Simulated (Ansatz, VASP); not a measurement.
**One calculation of SbSe3, two programs**

INCAR

```
SYSTEM = SbSe3
ALGO = Normal
EDIFF = 1E-6
ENCUT = 520
GGA = PS
ISIF = 2
ISMEAR = 0
LASPH = .TRUE.
LCHARG = .FALSE.
LREAL = .FALSE.
LWAVE = .FALSE.
NBANDS = 20
NELM = 60
PREC = Accurate
SIGMA = 0.1
```

KPOINTS

```
k-points
0
G
  6 6 6
  0 0 0
```

File POSCAR:

```
SbSe3
1.0
    1.9315117888      1.1151588512      7.6645354291
   -1.9315117888      1.1151588512      7.6645354291
    0.0000000000     -2.2303177024      7.6645354291
Sb Se
1 3
Direct
    0.3927122740      0.3927122740      0.3927122740
    0.2235390926      0.2235390926      0.2235390926
    0.9768227887      0.9768227887      0.9768227887
    0.8054248448      0.8054248448      0.8054248448
```

Input for Ansatz:

```yaml
crystal:
  lattice:
    - [1.9315117888, 1.1151588512, 7.6645354291]
    - [-1.9315117888, 1.1151588512, 7.6645354291]
    - [0.0, -2.2303177024, 7.6645354291]
  atoms:
    - { symbol: Sb, position: [0.392712274, 0.392712274, 0.392712274] }
    - { symbol: Se, position: [0.2235390926, 0.2235390926, 0.2235390926] }
    - { symbol: Se, position: [0.9768227887, 0.9768227887, 0.9768227887] }
    - { symbol: Se, position: [0.8054248448, 0.8054248448, 0.8054248448] }
basis:
  ecutwfc: 420
kpoints:
  mp_grid: { grid: [6, 6, 6] }
hamiltonian:
  xc: pbesol
scf:
  occupations: { method: gaussian, width: 0.1 }
output:
  forces: true
  stress: true
  eigenvalues: true
```

Alike in both runs: task single point; functional PBEsol; k mesh 6 × 6 × 6; occupations gaussian, width 0.1 eV; no spin polarisation.

|  | VASP | Ansatz |
| --- | --- | --- |
| version | VASP 6.6.1 | Ansatz 0.2.0 |
| potentials or method | VASP PAW PBE potentials, release 64 (Sb, Se), cutoff 520 eV | scalar-relativistic, plane waves, PAW |
| valence electrons in the cell | 23 | 63 |

VASP gave:

| Quantity | Value |
| --- | --- |
| gap on the k mesh at the Fermi level (eV) | none |
| pressure (GPa) | -3.7 |
| traceless stress, the component that is largest in VASP (GPa) | -1.83 |
| rms of the force components (eV/Å) | 0.027 |

**Question.** What did Ansatz give for the same quantities?

**Answer.** gap on the k mesh at the Fermi level (eV): none; pressure (GPa): -3.7; traceless stress, the component that is largest in VASP (GPa): -1.84; rms of the force components (eV/Å): 0.028.

VASP's potentials were made for PBE, not for PBEsol. Atom by atom the forces differ by 0.002 eV/Å (rms over components). A gap of «none» marks a metal or a gap that the smearing closes. VASP's potentials hold 23 valence electrons a cell and Ansatz's 63, so a difference there can come from the potentials and not from the codes.

Spin-orbit coupling is off throughout.
